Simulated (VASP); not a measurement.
Crystal: Ba.

```
Ba
1.0
     7.06865    0.00000    0.00000
    -3.53433    6.12163    0.00000
     0.00000    0.00000    4.33308
Ba
3
Cartesian
  0.0000 0.0000 0.0000
  0.0000 4.0811 2.1665
  3.5343 2.0405 2.1665
```

This isn't the form of Ba at room conditions, which is bcc.

- Program: VASP 6.6.1
- Task: relaxation of cell and atoms
- Functional: revPBE
- Potentials or basis: VASP PAW PBE potentials, release 64 (Ba_sv)
- Cutoff: 600 eV
- k mesh: 5 × 5 × 7
- Occupations: fermi-dirac, width 0.1 eV
- Spin: no spin polarisation

At the start: pressure 0.8 GPa; volume 62.50 Å³/atom.

Where does the relaxation end?

Over 6 steps the energy falls by 17.2 meV/atom and the volume is 68.49 Å³/atom (+9.6 %); space group P6/mmm (No. 191, to 0.1 Å) before and after.

Step by step:
| step | energy change (eV) | largest force (eV/Å) | pressure (GPa) | volume (Å³) |
| --- | --- | --- | --- | --- |
| 1 | 0.0000 | 0.0000 | 0.80 | 187.50 |
| 2 | -0.0375 | 0.0000 | 0.39 | 196.09 |
| 3 | -0.0507 | 0.0000 | -0.10 | 208.46 |
| 4 | -0.0515 | 0.0000 | -0.02 | 206.01 |
| 5 | -0.0515 | 0.0000 | 0.00 | 205.63 |
| 6 | -0.0515 | 0.0000 | 0.01 | 205.48 |

Final structure:
```
CELL_PARAMETERS angstrom
7.35797 0.00000 0.00000
-3.67898 6.37219 0.00000
0.00000 0.00000 4.38249
ATOMIC_POSITIONS crystal
Ba 0.00000 0.00000 0.00000
Ba 0.33333 0.66667 0.50000
Ba 0.66667 0.33333 0.50000
```

Caveat: the PAW data sets were made with another functional, which shifts forces and pressure a little.
